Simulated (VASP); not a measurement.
A run of VASP 6.6.1 is set up as follows.

The input INCAR:

```
SYSTEM = Al3Cu
PREC     = Accurate       ! precision mode
ENCUT    = 520            ! plane-wave cutoff, eV
EDIFF    = 1E-6           ! SCF threshold, eV
ISMEAR   = 0              ! smearing method
SIGMA    = 0.15           ! smearing width, eV
LREAL    = .False.        ! projectors in reciprocal space
LASPH    = .True.         ! aspherical terms in the spheres
NELM     = 60             ! most SCF steps
ALGO     = Fast           ! electronic algorithm
ISIF     = 2              ! what is computed and relaxed
LWAVE    = .False.        ! write WAVECAR
LCHARG   = .False.        ! write CHGCAR
GGA      = PS             ! functional
NBANDS   = 30             ! bands
```

KPOINTS

```
regular mesh
0
Gamma
  18 18 4
  0 0 0
```

The input POSCAR:

```
Al3Cu
1.0
    2.7796830131      0.0000000000      0.0000000000
    0.0000000000      2.7796830131      0.0000000000
    0.0000000000      0.0000000000     15.2059141556
Al Cu
6 2
Direct
    0.0000000000      0.0000000000      0.2500000000
    0.0000000000      0.0000000000      0.7500000000
    0.4125672517      0.5000000000      0.1103442137
    0.5874327483      0.5000000000      0.6103442137
    0.5874327483      0.5000000000      0.3896557863
    0.4125672517      0.5000000000      0.8896557863
   -0.1079259752      0.0000000000      0.0000000000
    0.1079259752      0.0000000000      0.5000000000
```

Potentials or basis: VASP PAW PBE potentials, release 64 (Al, Cu).

Run with:

```console
$ cat potpaw_PBE.64/Al/POTCAR potpaw_PBE.64/Cu/POTCAR > POTCAR
$ mpirun -np 1 vasp_std > vasp.out
```

(1) Estimate the band gap on the k mesh.

(2) What does it give for the pressure?

Results:

(1) zero (bands 20 and 21 overlap by 5.84 eV).

(2) 0.8 GPa.

Caveat: the cell differs from its parent crystal (atoms displaced along a vibrational mode); the PAW data sets were made with another functional, which shifts forces and pressure a little.
